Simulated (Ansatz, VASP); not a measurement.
# HfC in VASP and in Ansatz

```
Hf C
1.0
     3.32993    0.00000    0.00000
    -1.66497    2.88381    0.00000
     0.00000    0.00000    5.22749
Hf C
2 2
Direct
  0.33333 0.66667 0.25000
  0.66667 0.33333 0.75000
  0.00000 0.00000 0.00000
  0.00000 0.00000 0.50000
```

Alike in both runs: task single point; functional PBE; k mesh 12 × 12 × 8; occupations gaussian, width 0.05 eV; no spin polarisation.

```csv
,VASP,Ansatz
version,VASP 6.6.1,Ansatz 0.2.0
potentials or method,"VASP PAW PBE potentials, release 64 (Hf_pv, C), cutoff 520 eV","scalar-relativistic, plane waves, PAW"
valence electrons in the cell,28,60
```

|  | VASP | Ansatz | Ansatz less VASP |
| --- | --- | --- | --- |
| gap on the k mesh at the Fermi level (eV) | none | none | - |
| pressure (GPa) | -0.7 | 0.0 | +0.71 |

A gap of «none» marks a metal or a gap that the smearing closes. With one functional, cell and mesh, what is left measures potentials, basis and numerics. VASP's potentials hold 28 valence electrons a cell and Ansatz's 60, so a difference there can come from the potentials and not from the codes.

Neither program's run includes spin-orbit coupling.
